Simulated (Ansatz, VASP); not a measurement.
## Re: VASP beside Ansatz

```
CELL_PARAMETERS angstrom
2.73819 0.00000 0.00000
-1.36910 2.37134 0.00000
0.00000 0.00000 4.41486
ATOMIC_POSITIONS crystal
Re 0.33333 0.66667 0.25000
Re 0.66667 0.33333 0.75000
```

Alike in both runs: functional LDA; k mesh 20 × 20 × 12; occupations fermi-dirac, width 0.08 eV; no spin polarisation.

Ansatz relaxed the structure, and its values are those at the end. VASP's run is a single point on that final structure, the one shown.

```csv
,VASP,Ansatz
version,VASP 6.6.1,Ansatz 0.2.0
potentials or method,"VASP PAW LDA potentials, release 64 (Re)","PAW with Ansatz's default frozen-core files, scalar-relativistic"
plane-wave cutoff (eV),600,420
valence electrons in the cell,14,30
```

```csv
,VASP,Ansatz,Ansatz less VASP
pressure (GPa),1.7,0.0,-1.67
```

LDA's correlation is that of Perdew and Zunger in VASP and of Perdew and Wang (1992) in Ansatz. VASP's potentials hold 14 valence electrons a cell and Ansatz's 30, so a difference there can come from the potentials and not from the codes.

Neither program's run includes spin-orbit coupling.
